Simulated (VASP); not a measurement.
# SiC5 (P6_3/mcm) in VASP: notebook

The runs below take SiC5 through relaxation of cell and atoms, relaxation of shape and atoms at fixed volume, with PBE.

Everything below comes from runs of VASP 6.6.1. Logs are shortened: lines on timing, memory, paths and dates and some standing lists are left out, and cuts for length are marked.

### Step 1. The cell of the first run

The structure is hexagonal, space group P6_3/mcm (No. 193). Conventional cell: a = 4.725 Å, b = 4.725 Å, c = 7.038 Å, α = 90.00°, β = 90.00°, γ = 120.00°. Si (site symmetry -62m) has 3 C at 1.75 Å within 2.3 Å. Within 2.0 Å of C (site symmetry m2m) lie 2 C at 1.50 Å and 1 Si at 1.75 Å. Within 2.0 Å of C (site symmetry -6) lie 3 C at 1.50 Å.

### Step 2. Relaxation of cell and atoms, PBE

Input file INCAR:

```
ALGO = Normal ; EDIFF = 1E-7
EDIFFG = -0.08 ; ENCUT = 1300
GGA = PE ; GGA_COMPAT = False
IBRION = 2 ; ISIF = 3
ISMEAR = 0 ; LASPH = True
LCHARG = False ; LREAL = False
LWAVE = False ; NELM = 120
NELMIN = 4 ; NSW = 36
PREC = Accurate ; SIGMA = 0.2
```

Input file KPOINTS:

```
k-points
0
Gamma
  4 4 3
```

Input file POSCAR:

```
SiC5
1.0
    4.7252105200      0.0000000000      0.0000000000
   -2.3626052600      4.0921523500      0.0000000000
    0.0000000000      0.0000000000      7.0375475800
Si C
2 10
Direct
    0.0000000000      0.0000000000      0.7500000000
    0.0000000000      0.0000000000      0.2500000000
    0.6300000000      0.0000000000      0.7500000000
    0.3333333300      0.6666666700      0.7500000000
    0.6666666700      0.3333333300      0.7500000000
    0.0000000000      0.6300000000      0.7500000000
    0.3700000000      0.3700000000      0.7500000000
    0.6300000000      0.6300000000      0.2500000000
    0.6666666700      0.3333333300      0.2500000000
    0.3333333300      0.6666666700      0.2500000000
    0.0000000000      0.3700000000      0.2500000000
    0.3700000000      0.0000000000      0.2500000000
```

Potentials or basis: VASP PAW PBE potentials, release 64 (Si, C_h).

Launch:

```console
$ cat potpaw_PBE.64/Si/POTCAR potpaw_PBE.64/C_h/POTCAR > POTCAR
$ mpirun -np 1 vasp_std > vasp.out
```

OUTCAR:

```text
EDIFF = 1E-7
   EDIFFG = -0.08
   ENCUT = 1300
   GGA = PE
   IBRION = 2
   ISIF = 3
   ISMEAR = 0
   LASPH = True
   LREAL = False
   NELM = 120
   NELMIN = 4
   NSW = 36
   PREC = Accurate

 ion  position               nearest neighbor table
   1  0.000  0.000  0.750-   3 1.75   6 1.75   7 1.75
   2  0.000  0.000  0.250-  12 1.75  11 1.75   8 1.75
   3  0.630  0.000  0.750-   5 1.50   4 1.50   1 1.75
   4  0.333  0.667  0.750-   6 1.50   3 1.50   7 1.50
   5  0.667  0.333  0.750-   3 1.50   6 1.50   7 1.50
   6  0.000  0.630  0.750-   4 1.50   5 1.50   1 1.75
   7  0.370  0.370  0.750-   5 1.50   4 1.50   1 1.75
   8  0.630  0.630  0.250-  10 1.50   9 1.50   2 1.75
   9  0.667  0.333  0.250-  11 1.50  12 1.50   8 1.50
  10  0.333  0.667  0.250-  12 1.50  11 1.50   8 1.50
  11  0.000  0.370  0.250-   9 1.50  10 1.50   2 1.75
  12  0.370  0.000  0.250-  10 1.50   9 1.50   2 1.75

  LATTYP: Found a hexagonal cell.
 ALAT       =     4.7252105200
 C/A-ratio  =     1.4893617015

  Lattice vectors:

 A1 = (   4.7252105200,   0.0000000000,   0.0000000000)
 A2 = (  -2.3626052600,   4.0921523500,   0.0000000000)
 A3 = (   0.0000000000,   0.0000000000,   7.0375475800)

Analysis of symmetry for initial positions (statically):
=====================================================================
 Subroutine PRICEL returns:
 Original cell was already a primitive cell.

 Routine SETGRP: Setting up the symmetry group for a
 hexagonal supercell.

 Subroutine GETGRP returns: Found 24 space group operations
 (whereof 12 operations were pure point group operations)
 out of a pool of 24 trial point group operations.

The static configuration has the point symmetry D_3d.
 The point group associated with its full space group is D_6h.

Analysis of symmetry for dynamics (positions and initial velocities):
=====================================================================
 Subroutine PRICEL returns:
 Original cell was already a primitive cell.

 Routine SETGRP: Setting up the symmetry group for a
 hexagonal supercell.

 Subroutine GETGRP returns: Found 24 space group operations
 (whereof 12 operations were pure point group operations)
 out of a pool of 24 trial point group operations.

The dynamic configuration has the point symmetry D_3d.
 The point group associated with its full space group is D_6h.

 Subroutine INISYM returns: Found 24 space group operations
 (whereof 12 operations are pure point group operations),
 and found     1 'primitive' translations

[... 103 lines left out ...]
   ISIF   =      3    stress and relaxation
   ISYM   =      2    0-nonsym 1-usesym 2-fastsym
   POTIM  = 0.5000    time-step for ionic-motion
   TEBEG  =    0.0;   TEEND  =   0.0 temperature during run
   PSTRESS=    0.0 pullay stress
   NELECT =      48.0000    total number of electrons
   NUPDOWN=      -1.0000    fix difference up-down
   EMIN   =  10.00;   EMAX   =-10.00  energy-range for DOS
   EFERMI =   0.00;   METHOD = LEGACY
   ISMEAR =     0;   SIGMA  =   0.20  broadening in eV -4-tet -1-fermi 0-gaus
   EFERMI_NEDOS =   21; number of points for ismear=-14 and -15
   IALGO  =     38    algorithm
   IMIX   =      4    mixing-type and parameters
     AMIX     =   0.40;   BMIX     =  1.00
     AMIX_MAG =   1.60;   BMIX_MAG =  1.00
  volume/ion in A,a.u.               =      11.34        76.53
  Fermi-wavevector in a.u.,A,eV,Ry     =   1.156708  2.185862 18.204239  1.337974
  Thomas-Fermi vector in A             =   2.293326
   LORBIT       =      0    0 simple, 1 ext, 2 COOP (PROOUT), +10 PAW based schemes
   GGA     = PE    functional components
   LHFCALC =     F    Hartree Fock is set to
   AEXX    =    0.0000 exact exchange contribution
   IVDW    =     0    specifies the selected vdW correction
   LEPSILON=     F    determine dielectric tensor
   LRPA    =     F    only Hartree local field effects (RPA)
 conjugate gradient relaxation of ions
 non-spin polarized calculation
 Gauss-broadening in eV      SIGMA  =   0.20
  energy-cutoff  :     1300.00
  volume of cell :      136.08
 maximum number of plane-waves:     14514
 NGX is ok and might be reduce to    56
   NGX = 27   NGY = 27   NGZ = 41

--------------------------------------- Ionic step        1  -------------------------------------------

 number of electron      48.0000000 magnetization

 Free energy of the ion-electron system (eV)
  ---------------------------------------------------
  ext. energy  EPLUGINS =         0.00000000
  ---------------------------------------------------
  free energy    TOTEN  =       -98.04921618 eV

  energy without entropy =      -98.02289641  energy(sigma->0) =      -98.03605630

------------------------ aborting loop because EDIFF is reached ----------------------------------------

  FORCE on cell =-STRESS in cart. coord.  units (eV):
  Direction    XX          YY          ZZ          XY          YZ          ZX
  --------------------------------------------------------------------------------------
  -------------------------------------------------------------------------------------
  Total      -11.1906833    -11.1906833      0.5102531     -0.0000000      0.0000000     -0.0000000
  in kB     -131.7567539   -131.7567540      6.0076128     -0.0000000      0.0000000     -0.0000000
  external PRESSURE =     -85.8352984 kB  Pullay stress =       0.0000000 kB
[... 33 lines left out ...]
--------------------------------------- Ionic step        2  -------------------------------------------

 number of electron      48.0000000 magnetization

 E-fermi :   5.5401     XC(G=0): -10.1009

 val. band max:        5.4196870402   @ k =   0.0000   0.0000   0.3333
 cond. band min:       5.5758704215   @ k =   0.0000   0.0000   0.3333
 fundamental gap:      0.1561833814
 Fermi energy:         5.5401461623

 k-point     1 :       0.0000    0.0000    0.0000
  band No.  band energies     occupation
      1     -13.0604      2.00000
      2     -12.8286      2.00000
      3      -8.1740      2.00000
      4      -8.0551      2.00000
      5      -6.7488      2.00000
      6      -6.7488      2.00000
[... 444 lines left out ...]
--------------------------------------- Ionic step        6  -------------------------------------------

 number of electron      48.0000000 magnetization

 Free energy of the ion-electron system (eV)
  ---------------------------------------------------
  ext. energy  EPLUGINS =         0.00000000
  ---------------------------------------------------
  free energy    TOTEN  =       -98.53943072 eV

  energy without entropy =      -98.51190201  energy(sigma->0) =      -98.52566636

 E-fermi :   4.9718     XC(G=0):  -9.9161

 val. band max:        4.9647790988   @ k =   0.0000   0.0000   0.3333
 cond. band min:       4.9747218288   @ k =   0.0000   0.0000   0.3333
 fundamental gap:      0.0099427300
 Fermi energy:         4.9718392789

 k-point     1 :       0.0000    0.0000    0.0000
  band No.  band energies     occupation
      1     -12.8762      2.00000
      2     -12.6287      2.00000
      3      -8.1133      2.00000
      4      -7.9786      2.00000
      5      -6.9641      2.00000
      6      -6.9641      2.00000
[... 300 lines left out ...]
  FREE ENERGIE OF THE ION-ELECTRON SYSTEM (eV)
  ---------------------------------------------------
  free  energy   TOTEN  =       -98.5394307168 eV

  energy  without entropy=      -98.5119020102  energy(sigma->0) =      -98.52566636

 reached required accuracy - stopping structural energy minimisation
```

It took 6.9 min on 1 thread of Intel Xeon 6975P-C (Granite Rapids), shared host; peak memory 0.65 GiB.

What came out:

```yaml
Free_energy: -98.5394 eV
Relaxed_volume: 11.00 Å³/atom
Relaxed_cell: a = 4.650 Å, b = 4.650 Å, c = 7.047 Å, α = 90.00°, β = 90.00°, γ = 120.00°
Space_group_after_relaxing_to_0.1_Å: P6_3/mcm (No. 193)
Energy_gained_by_relaxing: 40.9 meV/atom
Ionic_steps: 6
Pressure_after_relaxing: 0.1 GPa
Largest_force_after_relaxing: 0.008 eV/Å
Band_gap_on_the_k_mesh: zero (bands 24 and 25 overlap by 0.02 eV)
```

Forces in eV/Å, atoms in the order of the input:
```
Si   0.000  0.000  0.000
Si   0.000  0.000  0.000
C    0.008  0.000  0.000
C    0.000  0.000  0.000
C    0.000  0.000  0.000
C   -0.004  0.007  0.000
C   -0.004 -0.007  0.000
C    0.004  0.007  0.000
C    0.000  0.000  0.000
C    0.000  0.000  0.000
C    0.004 -0.007  0.000
C   -0.008  0.000  0.000
```

Stress tensor (GPa, compression positive):
```
0.04 0.00 0.00
0.00 0.04 0.00
0.00 0.00 0.20
```

Step by step:
| step | energy change (eV) | largest force (eV/Å) | pressure (GPa) | volume (Å³) |
| --- | --- | --- | --- | --- |
| 1 | 0.0000 | 2.0526 | -8.58 | 136.08 |
| 2 | 0.5726 | 2.1875 | 22.25 | 124.37 |
| 3 | -0.4666 | 0.5045 | 1.98 | 131.18 |
| 4 | -0.4673 | 0.4421 | 2.40 | 131.01 |
| 5 | -0.4522 | 0.5413 | -2.75 | 133.25 |
| 6 | -0.4902 | 0.0077 | 0.09 | 131.98 |

Final structure:
```xyz
12
Lattice="4.6505 0.0000 0.0000 -2.3252 4.0274 0.0000 0.0000 0.0000 7.0465" Properties=species:S:1:pos:R:3 pbc="T T T"
Si    0.0000    0.0000    5.2849
Si    0.0000    0.0000    1.7616
C     2.8806    0.0000    5.2849
C     0.0000    2.6849    5.2849
C     2.3252    1.3425    5.2849
C    -1.4403    2.4947    5.2849
C     0.8849    1.5327    5.2849
C     1.4403    2.4947    1.7616
C     2.3252    1.3425    1.7616
C     0.0000    2.6849    1.7616
C     3.7655    1.5327    1.7616
C     1.7698    0.0000    1.7616
```

Caveat: the k points lie up to 0.39 Å⁻¹ apart in the final cell; semilocal functionals underestimate gaps, and a narrow one can read as zero.

### Step 3. Relaxation of shape and atoms at fixed volume, PBE (12.10 Å³/atom)

This run uses another cell than the first one, of 12.10 Å³/atom.

Input file INCAR:

```
SYSTEM = SiC5
PREC     = Accurate       ! precision mode
ENCUT    = 600            ! plane-wave cutoff, eV
EDIFF    = 1E-7           ! SCF threshold, eV
ISMEAR   = 0              ! smearing method
SIGMA    = 0.1            ! smearing width, eV
LREAL    = .False.        ! projectors in reciprocal space
LASPH    = .True.         ! aspherical terms in the spheres
NELM     = 120            ! most SCF steps
ALGO     = Normal         ! electronic algorithm
ISIF     = 4              ! what is computed and relaxed
LWAVE    = .False.        ! write WAVECAR
LCHARG   = .False.        ! write CHGCAR
GGA      = PE             ! functional
IBRION   = 2              ! ionic algorithm
NSW      = 50             ! ionic steps
EDIFFG   = -0.01          ! ionic threshold
GGA_COMPAT= .False.      
NELMIN   = 4
```

Input file KPOINTS:

```
regular mesh
0
Gamma
  12 12 4
  0 0 0
```

Input file POSCAR:

```
SiC5
1.0
    4.6964626451      0.0000000000      0.0000000000
   -2.3482313225      4.0672559586      0.0000000000
    0.0000000000      0.0000000000      7.6040213221
Si C
2 10
Direct
    0.0000000000      0.0000000000      0.7500000000
    0.0000000000      0.0000000000      0.2500000000
    0.6198088445      0.0000000000      0.7500000000
    0.3333333333      0.6666666667      0.7500000000
    0.6666666667      0.3333333333      0.7500000000
    0.0000000000      0.6198088445      0.7500000000
    0.3801911555      0.3801911555      0.7500000000
    0.6198088445      0.6198088445      0.2500000000
    0.6666666667      0.3333333333      0.2500000000
    0.3333333333      0.6666666667      0.2500000000
    0.0000000000      0.3801911555      0.2500000000
    0.3801911555      0.0000000000      0.2500000000
```

Potentials or basis: VASP PAW PBE potentials, release 64 (Si, C).

Launch:

```console
$ cat potpaw_PBE.64/Si/POTCAR potpaw_PBE.64/C/POTCAR > POTCAR
$ mpirun -np 1 vasp_std > vasp.out
```

Wall time 10 min (1 thread of Intel Xeon Platinum 8559C (Emerald Rapids), shared host); peak memory 0.46 GiB.

Results (log left out):

| Property | Result |
| --- | --- |
| Free energy | -98.5017 eV |
| Energy gained by relaxing | 6.0 meV/atom |
| Ionic steps | 5 |
| Pressure after relaxing | -0.3 GPa |
| Band gap on the k mesh | zero (bands 24 and 25 overlap by 0.04 eV) |

Step by step:
```tsv
step	energy change (eV)	largest force (eV/Å)	pressure (GPa)	volume (Å³)
1	0.0000	0.0421	-5.63	145.25
2	-0.0714	0.0423	-0.12	145.25
3	-0.0714	0.0397	-0.29	145.25
4	-0.0714	0.0421	-0.26	145.25
5	-0.0715	0.0007	-0.27	145.25
```

Final structure:
```xyz
12
Lattice="4.6517 0.0000 0.0000 -2.3258 4.0285 0.0000 0.0000 0.0000 7.7511" Properties=species:S:1:pos:R:3 pbc="T T T"
Si    0.0000    0.0000    5.8133
Si    0.0000    0.0000    1.9378
C     2.8842    0.0000    5.8133
C     0.0000    2.6857    5.8133
C     2.3258    1.3428    5.8133
C    -1.4421    2.4978    5.8133
C     0.8837    1.5307    5.8133
C     1.4421    2.4978    1.9378
C     2.3258    1.3428    1.9378
C     0.0000    2.6857    1.9378
C    -0.8837    1.5307    1.9378
C     1.7675    0.0000    1.9378
```

Levels at points of the mesh, in eV from the Fermi level:
| k point | band 21 | band 22 | band 23 | band 24 | band 25 | band 26 | band 27 | band 28 |
| --- | --- | --- | --- | --- | --- | --- | --- | --- |
| (0.00, 0.00, 0.00) | -0.55 | -0.09 | -0.09 | 0.03 | 0.03 | 0.06 | 0.99 | 2.90 |
| (0.50, 0.00, 0.00) | -3.30 | -3.23 | -1.64 | -1.14 | 1.74 | 2.00 | 3.38 | 5.04 |
| (0.00, 0.00, 0.50) | -0.26 | -0.26 | -0.02 | -0.02 | -0.02 | -0.02 | 1.62 | 1.62 |
| (0.50, 0.00, 0.50) | -3.26 | -3.26 | -1.35 | -1.35 | 1.62 | 1.62 | 4.41 | 4.41 |

Caveat: semilocal functionals underestimate gaps, and a narrow one can read as zero.

The gap in the log of VASP goes by the Fermi energy; the results here count the filled bands.